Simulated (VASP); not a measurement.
A run of VASP 6.6.1:

INCAR

```
SYSTEM = AlGa3N4
ALGO = Normal
EDIFF = 1E-6
ENCUT = 1330
GGA = CA
GGA_COMPAT = .FALSE.
ISIF = 2
ISMEAR = 0
LASPH = .TRUE.
LCHARG = .FALSE.
LREAL = .FALSE.
LWAVE = .FALSE.
NBANDS = 41
NELM = 120
PREC = Accurate
SIGMA = 0.05
```

The input KPOINTS:

```
k-points
0
G
  6 6 6
  0 0 0
```

The input POSCAR:

```
AlGa3N4
1.0
    4.4267521656      0.1033646631      0.1033646631
    0.1033646631      4.4267521656      0.1033646631
    0.1033646631      0.1033646631      4.4267521656
Al Ga N
1 3 4
Direct
    0.0000000000      0.0000000000      0.0000000000
    0.5000000000      0.5000000000      0.0000000000
    0.5000000000      0.0000000000      0.5000000000
    0.0000000000      0.5000000000      0.5000000000
    0.7548078379      0.7548078379      0.2451921621
    0.7548078379      0.2451921621      0.7548078379
    0.2451921621      0.7548078379      0.7548078379
    0.2451921621      0.2451921621      0.2451921621
```

Potentials or basis: VASP PAW LDA potentials, release 64 (Al, Ga_d, N_h).

Run with:

```console
$ cat potpaw_LDA.64/Al/POTCAR potpaw_LDA.64/Ga_d/POTCAR potpaw_LDA.64/N_h/POTCAR > POTCAR
$ mpirun -np 1 vasp_std > vasp.out
```

Hardware: 1 thread of Intel(R) Xeon(R) Platinum 8559C (Emerald Rapids) (shared host).

Question: How long does it take, and how much memory?

Answer: It took 4.6 min on 1 thread of Intel(R) Xeon(R) Platinum 8559C (Emerald Rapids) (shared host), peak memory 0.55 GiB. Counts: scf iterations 14, k points 32.
